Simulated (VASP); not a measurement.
# MgH4 (I-4m2) in VASP: notebook

The runs below take MgH4 through single point, with PBE.

Everything below comes from runs of VASP 6.6.1. Logs are shortened: lines on timing, memory, paths and dates and some standing lists are left out, and cuts for length are marked.

## (1) The cell of the first run

Symmetry: I-4m2, No. 119, tetragonal system. The conventional cell has a = 5.799 Å, b = 5.799 Å, c = 9.172 Å, α = 90.00°, β = 90.00°, γ = 90.00°. Within 3.3 Å of Mg (site symmetry 2mm) lie 12 H at 2.19 to 3.22 Å and 3 Mg at 2.99 to 3.09 Å. Mg (site symmetry -4m2) has 4 H at 1.89 Å within 2.5 Å. H (site symmetry 2) has 3 Mg at 1.89 to 2.19 Å and 6 H at 2.52 to 2.68 Å within 2.7 Å. H (site symmetry 1) has 1 H at 0.76 Å within 1.0 Å.

The cell was built from a structure type or drawn by symmetry, and may not be a known phase.

## (2) Single point, PBE

Contents of INCAR:

```
ALGO     = Normal         # electronic algorithm
EDIFF    = 1E-6           # SCF threshold, eV
ENCUT    = 520            # plane-wave cutoff, eV
GGA      = PE             # functional
ISIF     = 2              # what is computed and relaxed
ISMEAR   = 0              # smearing method
LASPH    = T              # aspherical terms in the spheres
LCHARG   = F              # write CHGCAR
LREAL    = Auto         
LWAVE    = F              # write WAVECAR
NBANDS   = 22             # bands
NELM     = 60             # most SCF steps
PREC     = Accurate       # precision mode
SIGMA    = 0.1            # smearing width, eV
```

Contents of KPOINTS:

```
k-points
0
Gamma
  4 4 4
```

Contents of POSCAR:

```
MgH4
1.0
   -2.8992934333      2.8992934333      4.5859818277
    2.8992934333     -2.8992934333      4.5859818277
    2.8992934333      2.8992934333     -4.5859818277
Mg H
3 12
Direct
    1.0814029186      0.5814029186      0.5000000000
    0.4185970814     -0.0814029186      0.5000000000
    0.5000000000      0.5000000000      0.0000000000
    0.2689691464      0.2689691464      0.5379382928
    0.7310308536      0.7310308536      0.4620617072
    0.7310308536      0.2689691464      0.0000000000
    0.2689691464      0.7310308536      0.0000000000
    0.6956757180      0.5656592214      0.7386627798
    0.8269964416      0.9570129382      0.2613372202
    0.4343407786      0.1730035584      0.1300164966
    0.0429870618      0.3043242820      0.8699835034
    0.8269964416      0.5656592214      0.8699835034
    0.6956757180      0.9570129382      0.1300164966
    0.0429870618      0.1730035584      0.7386627798
    0.4343407786      0.3043242820      0.2613372202
```

Potentials or basis: VASP PAW PBE potentials, release 64 (Mg, H).

Run with:

```console
$ cat potpaw_PBE.64/Mg/POTCAR potpaw_PBE.64/H/POTCAR > POTCAR
$ mpirun -np 1 vasp_std > vasp.out
```

OUTCAR:

```text
EDIFF = 1E-6
   ENCUT = 520
   GGA = PE
   ISIF = 2
   ISMEAR = 0
   LASPH = T
   LREAL = Auto
   NELM = 60
   PREC = Accurate

 ion  position               nearest neighbor table
   1  0.081  0.581  0.500-   4 2.19   7 2.19   6 2.19   5 2.19   3 2.99   3 2.99   2 3.09
   2  0.419  0.919  0.500-   5 2.19   6 2.19   7 2.19   4 2.19   3 2.99   3 2.99   1 3.09
   3  0.500  0.500  0.000-   6 1.89   7 1.89   4 1.89   5 1.89   1 2.99   2 2.99   1 2.99   2 2.99

   4  0.269  0.269  0.538-   3 1.89   1 2.19   2 2.19
   5  0.731  0.731  0.462-   3 1.89   2 2.19   1 2.19
   6  0.731  0.269  0.000-   3 1.89   1 2.19   2 2.19
   7  0.269  0.731  0.000-   3 1.89   2 2.19   1 2.19
   8  0.696  0.566  0.739-  12 0.76
   9  0.827  0.957  0.261-  13 0.76
  10  0.434  0.173  0.130-  15 0.76
  11  0.043  0.304  0.870-  14 0.76
  12  0.827  0.566  0.870-   8 0.76
  13  0.696  0.957  0.130-   9 0.76
  14  0.043  0.173  0.739-  11 0.76
  15  0.434  0.304  0.261-  10 0.76

  LATTYP: Found a body centered tetragonal cell.
 ALAT       =     5.7985868666
 C/A-ratio  =     1.5817584295

  Lattice vectors:

 A1 = (  -2.8992934333,   2.8992934333,   4.5859818277)
 A2 = (   2.8992934333,  -2.8992934333,   4.5859818277)
 A3 = (   2.8992934333,   2.8992934333,  -4.5859818277)

Analysis of symmetry for initial positions (statically):
=====================================================================
 Subroutine PRICEL returns:
 Original cell was already a primitive cell.

 Routine SETGRP: Setting up the symmetry group for a
 body centered tetragonal supercell.

 Subroutine GETGRP returns: Found  8 space group operations
 (whereof  8 operations were pure point group operations)
 out of a pool of 16 trial point group operations.

The static configuration has the point symmetry D_2d.

Analysis of symmetry for dynamics (positions and initial velocities):
=====================================================================
 Subroutine PRICEL returns:
 Original cell was already a primitive cell.

 Routine SETGRP: Setting up the symmetry group for a
 body centered tetragonal supercell.

 Subroutine GETGRP returns: Found  8 space group operations
 (whereof  8 operations were pure point group operations)
 out of a pool of 16 trial point group operations.

The dynamic configuration has the point symmetry D_2d.

 Subroutine INISYM returns: Found  8 space group operations
 (whereof  8 operations are pure point group operations),
 and found     1 'primitive' translations

----------------------------------------------------------------------------------------

                                     Primitive cell

  volume of cell :     154.1973

  direct lattice vectors                    reciprocal lattice vectors
    -2.899293433  2.899293433  4.585981828     0.000000000  0.172455811  0.109027907
     2.899293433 -2.899293433  4.585981828     0.172455811  0.000000000  0.109027907
     2.899293433  2.899293433 -4.585981828     0.172455811  0.172455811  0.000000000

  length of vectors
     6.151669216  6.151669216  6.151669216     0.204029633  0.204029633  0.243889347

  position of ions in fractional coordinates (direct lattice)
     0.081402919  0.581402919  0.500000000
     0.418597081  0.918597081  0.500000000
     0.500000000  0.500000000  0.000000000
     0.268969146  0.268969146  0.537938293
     0.731030854  0.731030854  0.462061707
     0.731030854  0.268969146  0.000000000
     0.268969146  0.731030854  0.000000000
     0.695675718  0.565659221  0.738662780
     0.826996442  0.957012938  0.261337220
     0.434340779  0.173003558  0.130016497
     0.042987062  0.304324282  0.869983503
     0.826996442  0.565659221  0.869983503
     0.695675718  0.957012938  0.130016497
     0.042987062  0.173003558  0.738662780
     0.434340779  0.304324282  0.261337220

  ion indices of the primitive-cell ions
   primitive index   ion index
                 1           1
                 2           2
                 3           3
                 4           4
                 5           5
                 6           6
                 7           7
                 8           8
                 9           9
                10          10
                11          11
                12          12
                13          13
                14          14
                15          15

----------------------------------------------------------------------------------------

 KPOINTS: k-points

Automatic generation of k-mesh.
 Grid dimensions read from file:
 generate k-points for:    4    4    4

 Generating k-lattice:

  Cartesian coordinates                     Fractional coordinates (reciprocal lattice)
     0.000000000  0.043113953  0.027256977     0.250000000  0.000000000  0.000000000
     0.043113953  0.000000000  0.027256977     0.000000000  0.250000000  0.000000000
     0.043113953  0.043113953  0.000000000     0.000000000  0.000000000  0.250000000

  Length of vectors
[... 69 lines left out ...]
   LRPA    =     F    only Hartree local field effects (RPA)
 non-spin polarized calculation
 Gauss-broadening in eV      SIGMA  =   0.10
  energy-cutoff  :      520.00
  volume of cell :      154.20
 maximum number of plane-waves:      4175
 NGX is ok and might be reduce to    48
   NGX = 23   NGY = 23   NGZ = 23

 number of electron      18.0000000 magnetization

 Free energy of the ion-electron system (eV)
  ---------------------------------------------------
  ext. energy  EPLUGINS =         0.00000000
  ---------------------------------------------------
  free energy    TOTEN  =       -43.63756510 eV

  energy without entropy =      -43.63583217  energy(sigma->0) =      -43.63669864

 E-fermi :   0.7850     XC(G=0):  -7.5402

 val. band max:        0.7718597057   @ k =   0.0000   0.0000   0.0000
 cond. band min:       0.7981310056   @ k =   0.0000   0.0000   0.0000
 fundamental gap:      0.0262712999
 Fermi energy:         0.7849953554

 k-point     1 :       0.0000    0.0000    0.0000
  band No.  band energies     occupation
      1      -9.0270      2.00000
      2      -6.5117      2.00000
      3      -6.1114      2.00000
      4      -6.1114      2.00000
      5      -5.0320      2.00000
      6      -3.5531      2.00000
[... 13 lines left out ...]
     20       9.5977      0.00000
     21       9.8093      0.00000

 k-point     2 :       0.2500    0.0000    0.0000
  band No.  band energies     occupation
      1      -8.7851      2.00000
      2      -7.1338      2.00000
      3      -6.1523      2.00000
      4      -5.7234      2.00000
      5      -5.0717      2.00000
      6      -3.9499      2.00000
[... 13 lines left out ...]
     20       8.5129      0.00000
     21       8.6567      0.00000

 k-point     3 :       0.5000    0.0000    0.0000
  band No.  band energies     occupation
      1      -8.3129      2.00000
      2      -7.7992      2.00000
      3      -6.1890      2.00000
      4      -5.5198      2.00000
      5      -5.1014      2.00000
      6      -4.2941      2.00000
[... 13 lines left out ...]
     20       7.3095      0.00000
     21       8.2537      0.00000
[... 193 lines left out ...]
 k-point    12 :      -0.2500   -0.2500    0.2500
  band No.  band energies     occupation
      1      -8.8158      2.00000
      2      -6.5890      2.00000
      3      -6.2425      2.00000
      4      -6.2425      2.00000
      5      -5.5174      2.00000
      6      -3.3460      2.00000
[... 13 lines left out ...]
     20       8.1393      0.00000
     21       8.1393      0.00000

 k-point    13 :       0.5000    0.5000    0.5000
  band No.  band energies     occupation
      1      -8.5395      2.00000
      2      -6.7047      2.00000
      3      -6.3575      2.00000
      4      -6.3575      2.00000
      5      -5.9959      2.00000
      6      -3.1531      2.00000
[... 13 lines left out ...]
     20       6.9488      0.00000
     21       6.9490      0.00000
 [bands above 21 left out]

------------------------ aborting loop because EDIFF is reached ----------------------------------------

  FORCE on cell =-STRESS in cart. coord.  units (eV):
  Direction    XX          YY          ZZ          XY          YZ          ZX
  --------------------------------------------------------------------------------------
  -------------------------------------------------------------------------------------
  Total       -0.4817288     -0.4817288     -0.1090898      0.0000000      0.0000000      0.0000000
  in kB       -5.0053735     -5.0053735     -1.1334908      0.0000000      0.0000000      0.0000000
  external PRESSURE =      -3.7147459 kB  Pullay stress =       0.0000000 kB

 VOLUME and BASIS-vectors are now :
 -----------------------------------------------------------------------------
  energy-cutoff  :      520.00
  volume of cell :      154.20
      direct lattice vectors                 reciprocal lattice vectors
    -2.899293433  2.899293433  4.585981828     0.000000000  0.172455811  0.109027907
     2.899293433 -2.899293433  4.585981828     0.172455811  0.000000000  0.109027907
     2.899293433  2.899293433 -4.585981828     0.172455811  0.172455811  0.000000000

 POSITION                                       TOTAL-FORCE (eV/Angst)
 -----------------------------------------------------------------------------------
      2.89929      0.00000      0.74662         0.000000     -0.000000     -0.001140
      2.89929      0.00000      3.83936         0.000000     -0.000000      0.001140
      0.00000      0.00000      4.58598         0.000000     -0.000000      0.000000
      1.55964      1.55964      0.00000         0.008404      0.008404     -0.000000
      1.33965      1.33965      4.58598        -0.008404     -0.008404      0.000000
     -1.33965      1.33965      4.58598         0.008404     -0.008404      0.000000
      1.33965     -1.33965      4.58598        -0.008404      0.008404      0.000000
      1.76464      2.51856      2.39697        -0.013957      0.017991     -0.003227
      1.13465      0.38074      6.98295         0.013957     -0.017991     -0.003227
     -0.38074      1.13465      2.18902         0.017991      0.013957      0.003227
      3.28003      1.76464     -2.39697        -0.017991     -0.013957      0.003227
      1.76464      3.28003      2.39697        -0.013957     -0.017991     -0.003227
      1.13465     -0.38074      6.98295         0.013957      0.017991     -0.003227
      2.51856      1.76464     -2.39697         0.017991     -0.013957      0.003227
      0.38074      1.13465      2.18902        -0.017991      0.013957      0.003227
 -----------------------------------------------------------------------------------
    total drift:                               -0.000000      0.000000      0.000000

  FREE ENERGIE OF THE ION-ELECTRON SYSTEM (eV)
  ---------------------------------------------------
  free  energy   TOTEN  =       -43.6375651011 eV

  energy  without entropy=      -43.6358321691  energy(sigma->0) =      -43.63669864
```

Wall time 3.1 min (1 thread of Intel Xeon 8259CL, shared host); peak memory 0.31 GiB.

What came out:

* Free energy: -43.6376 eV
* Pressure: -0.4 GPa
* Largest force: 0.023 eV/Å
* Band gap on the k mesh: 0.03 eV

Forces on the atoms (eV/Å):
```
Mg   0.000  0.000 -0.001
Mg   0.000  0.000  0.001
Mg   0.000  0.000  0.000
H    0.008  0.008  0.000
H   -0.008 -0.008  0.000
H    0.008 -0.008  0.000
H   -0.008  0.008  0.000
H   -0.014  0.018 -0.003
H    0.014 -0.018 -0.003
H    0.018  0.014  0.003
H   -0.018 -0.014  0.003
H   -0.014 -0.018 -0.003
H    0.014  0.018 -0.003
H    0.018 -0.014  0.003
H   -0.018  0.014  0.003
```

Stress tensor (GPa, compression positive):
```
-0.50  0.00  0.00
 0.00 -0.50  0.00
 0.00  0.00 -0.11
```

Levels at points of the mesh, in eV from the valence-band top:
| k point | band 5 | band 6 | band 7 | band 8 | band 9 | band 10 | band 11 | band 12 | band 13 | band 14 |
| --- | --- | --- | --- | --- | --- | --- | --- | --- | --- | --- |
| (0.00, 0.00, 0.00) | -5.80 | -4.33 | -4.33 | -2.54 | 0.00 | 0.03 | 1.22 | 1.22 | 1.39 | 1.51 |
| (0.50, 0.00, 0.00) | -5.87 | -5.07 | -3.98 | -2.92 | -1.03 | 1.29 | 1.52 | 2.80 | 3.00 | 3.34 |
| (0.50, 0.50, 0.00) | -5.45 | -5.04 | -5.00 | -3.42 | -0.88 | 2.23 | 3.55 | 3.62 | 3.89 | 4.12 |
| (0.50, 0.50, 0.50) | -6.77 | -3.92 | -3.92 | -2.29 | -1.92 | 2.53 | 2.59 | 2.99 | 2.99 | 3.16 |

## (3) Single point, PBE

This run uses another cell than the first one, of 12.95 Å³/atom.

Contents of INCAR:

```
SYSTEM = MgH4
  PREC = Accurate
  ENCUT = 520
  EDIFF = 1E-6
  ISMEAR = 0
  SIGMA = 0.1
  LREAL = Auto
  LASPH = .TRUE.
  NELM = 100
  ALGO = Normal
  ISIF = 2
  LWAVE = .FALSE.
  LCHARG = .FALSE.
  GGA = PE
  NBANDS = 22
```

Contents of KPOINTS:

```
Automatic mesh
0
G
  4 4 4
  0 0 0
```

Contents of POSCAR:

```
MgH4
1.0
   -3.4448316600      3.4448316600      4.0925773600
    3.4448316600     -3.4448316600      4.0925773600
    3.4448316600      3.4448316600     -4.0925773600
Mg H
3 12
Direct
    0.8216726100      0.3216726100      0.5000000000
    0.6783273900      0.1783273900      0.5000000000
    0.5000000000      0.5000000000      0.0000000000
    0.0762263600      0.0762263600      0.1524527200
    0.9237736400      0.9237736400      0.8475472800
    0.9237736400      0.0762263600      0.0000000000
    0.0762263600      0.9237736400      0.0000000000
    0.5994241300      0.5753198800      0.8445659800
    0.7307539000      0.7548581500      0.1554340200
    0.4246801200      0.2692461000      0.0241042500
    0.2451418500      0.4005758700      0.9758957500
    0.7307539000      0.5753198800      0.9758957500
    0.5994241300      0.7548581500      0.0241042500
    0.2451418500      0.2692461000      0.8445659800
    0.4246801200      0.4005758700      0.1554340200
```

Potentials or basis: VASP PAW PBE potentials, release 64 (Mg, H).

Run with:

```console
$ cat potpaw_PBE.64/Mg/POTCAR potpaw_PBE.64/H/POTCAR > POTCAR
$ mpirun -np 1 vasp_std > vasp.out
```

It took 3.3 min on 1 thread of Intel Xeon 8259CL, shared host; peak memory 0.34 GiB.

The run converged. Its results:

- Free energy: -10.8913 eV
- Pressure: 17.8 GPa
- Largest force: 27.678 eV/Å
- Band gap on the k mesh: zero (bands 9 and 10 overlap by 0.46 eV)

Forces in eV/Å, atoms in the order of the input:
```
Mg    0.000   0.000  27.678
Mg    0.000   0.000 -27.678
Mg    0.000   0.000   0.000
H     1.311   1.311   0.000
H    -1.311  -1.311   0.000
H     1.311  -1.311   0.000
H    -1.311   1.311   0.000
H    -3.348  -1.057   2.084
H     3.348   1.057   2.084
H    -1.057   3.348  -2.084
H     1.057  -3.348  -2.084
H    -3.348   1.057   2.084
H     3.348  -1.057   2.084
H    -1.057  -3.348  -2.084
H     1.057   3.348  -2.084
```

Stress tensor (GPa, compression positive):
```
 5.83  0.00  0.00
 0.00  5.83  0.00
 0.00  0.00 41.73
```

Levels at points of the mesh, in eV from the Fermi level:
```
           k point  band 6  band 7  band 8  band 9  band 10  band 11  band 12  band 13
(0.00, 0.00, 0.00)   -3.37   -0.70   -0.70   -0.26    -0.26     0.81     2.06     2.06
(0.50, 0.00, 0.00)   -2.40   -1.09   -0.94    0.00     0.09     0.83     1.46     1.94
(0.50, 0.50, 0.00)   -1.68   -1.01   -0.99    0.12     0.18     0.47     0.54     2.31
(0.50, 0.50, 0.50)   -3.31   -0.89   -0.89    0.03     0.38     0.38     2.28     2.28
```

Caveat: atoms lie so close that the PAW spheres overlap strongly, which falsifies energies and pressures; the cell stands under pressure; forces of over 1 eV/Å act on the atoms, so gaps and moduli don't describe the material at rest.

## (4) Single point, PBE

This run uses another cell than the first one, of 10.24 Å³/atom.

Contents of INCAR:

```
SYSTEM = MgH4
ALGO = Normal ; EDIFF = 1E-6
ENCUT = 520 ; GGA = PE
ISIF = 2 ; ISMEAR = 0
LASPH = .True. ; LCHARG = .True.
LELF = .True. ; LREAL = Auto
LVHAR = .True. ; LWAVE = .False.
NBANDS = 22 ; NELM = 60
PREC = Accurate ; SIGMA = 0.1
```

Contents of KPOINTS:

```
k-points
0
Gamma
  10 10 10
  0 0 0
```

Contents of POSCAR:

```
MgH4
1.0
   -2.8895941130      2.8895941130      4.5998190515
    2.8895941130     -2.8895941130      4.5998190515
    2.8895941130      2.8895941130     -4.5998190515
Mg H
3 12
Direct
    0.0819399527      0.5819399527      0.5000000000
    0.4180600473      0.9180600473      0.5000000000
    0.5000000000      0.5000000000      0.0000000000
    0.2685037724      0.2685037724      0.5370075448
    0.7314962276      0.7314962276      0.4629924552
    0.7314962276      0.2685037724      0.0000000000
    0.2685037724      0.7314962276      0.0000000000
    0.6941961958      0.5626924962      0.7368078310
    0.8258846652      0.9573883648      0.2631921690
    0.4373075038      0.1741153348      0.1315036997
    0.0426116352      0.3058038042      0.8684963003
    0.8258846652      0.5626924962      0.8684963003
    0.6941961958      0.9573883648      0.1315036997
    0.0426116352      0.1741153348      0.7368078310
    0.4373075038      0.3058038042      0.2631921690
```

Run with:

```console
$ cat potpaw_PBE.64/Mg/POTCAR potpaw_PBE.64/H/POTCAR > POTCAR
$ mpirun -np 1 vasp_std > vasp.out
```

Run time: 18 min. Hardware: 1 thread of Intel Xeon 8259CL, shared host; peak memory 0.44 GiB.

Results (log left out):

- Free energy: -43.6438 eV
- Pressure: -0.3 GPa
- Largest force: 0.006 eV/Å
- Band gap on the k mesh: 0.03 eV

Forces on the atoms (eV/Å):
```
Mg   0.000  0.000  0.000
Mg   0.000  0.000  0.000
Mg   0.000  0.000  0.000
H    0.004  0.004  0.000
H   -0.004 -0.004  0.000
H    0.004 -0.004  0.000
H   -0.004  0.004  0.000
H    0.003  0.005 -0.001
H   -0.003 -0.005 -0.001
H    0.005 -0.003  0.001
H   -0.005  0.003  0.001
H    0.003 -0.005 -0.001
H   -0.003  0.005 -0.001
H    0.005  0.003  0.001
H   -0.005 -0.003  0.001
```

Stress tensor (GPa, compression positive):
```
-0.28  0.00  0.00
 0.00 -0.28  0.00
 0.00  0.00 -0.20
```

Levels at points of the mesh, in eV from the valence-band top:
```csv
k point,band 6,band 7,band 8,band 9,band 10,band 11,band 12,band 13
"(0.00, 0.00, 0.00)",-4.33,-4.33,-2.53,0.00,0.03,1.25,1.25,1.40
"(0.50, 0.00, 0.00)",-5.09,-3.98,-2.93,-1.02,1.30,1.50,2.81,3.00
"(0.50, 0.50, 0.00)",-5.06,-5.02,-3.45,-0.90,2.24,3.60,3.62,3.88
"(0.50, 0.50, 0.50)",-3.93,-3.93,-2.29,-1.91,2.55,2.59,3.00,3.00
```

A k mesh can miss the band edges.

## (5) The runs side by side

```csv
cell,k mesh,gap on the mesh (eV),pressure (GPa),largest force (eV/Å)
"a = 6.152 Å, angles 123.8, 123.8, 83.6°, 15 atoms, atomic positions A",4 × 4 × 4,0.03,-0.4,0.02
"a = 6.363 Å, angles 114.4, 114.4, 99.9°, 15 atoms, atomic positions B",4 × 4 × 4,none,17.8,27.68
"a = 6.153 Å, angles 124.0, 124.0, 83.2°, 15 atoms, atomic positions C",10 × 10 × 10,0.03,-0.3,0.01
```

Alike in all rows: task single point; level PBE; potentials or basis VASP PAW PBE potentials, release 64 (Mg, H); no spin polarisation; cutoff (eV) 520; smearing gaussian 0.1 eV.

Caveats: atoms lie so close that the PAW spheres overlap strongly, which falsifies energies and pressures (at least some runs); the cell stands under pressure (at least some runs); forces of over 1 eV/Å act on the atoms, so gaps and moduli don't describe the material at rest (at least some runs).

Absolute energies hang on the potentials; compare differences alone.
